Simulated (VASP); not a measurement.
**MgB2: single point with PBE**

MgB2:

```
Mg B
1.0
     3.12560    0.00000    0.00000
    -1.56280    2.70685    0.00000
     0.00000    0.00000    3.56936
Mg B
1 2
Direct
  0.00000 0.00000 0.00000
  0.33333 0.66667 0.50000
  0.66667 0.33333 0.50000
```

This cell differs from its parent crystal: volume scaled by 1.04.

```
Program             : VASP 6.6.1
Task                : single point
Functional          : PBE
Potentials or basis : VASP PAW PBE potentials, release 64 (Mg, B)
Cutoff              : 520 eV
k mesh              : 12 × 12 × 9
Occupations         : fermi-dirac, width 0.05 eV
Spin                : no spin polarisation
```

```yaml
Pressure: -6.7 GPa
Band_gap_on_the_k_mesh: zero (band 4 reaches 6.75 eV, above the bottom of band 5 at 3.14 eV)
```

Stress tensor (GPa, compression positive):
```
-7.62  0.00  0.00
 0.00 -7.62  0.00
 0.00  0.00 -4.95
```

Levels at points of the mesh, in eV from the Fermi level:
```tsv
k point	band 2	band 3	band 4	band 5	band 6	band 7
(0.00, 0.00, 0.00)	-2.82	0.37	0.37	1.60	6.17	6.17
(0.50, 0.00, 0.00)	-7.63	-2.09	0.27	3.03	3.80	5.18
```

Wall time 25 s on 1 thread of Intel(R) Xeon(R) Platinum 8259CL CPU @ 2.50GHz (Skylake/Cascade Lake), with other jobs on the host, peak memory 0.16 GiB.
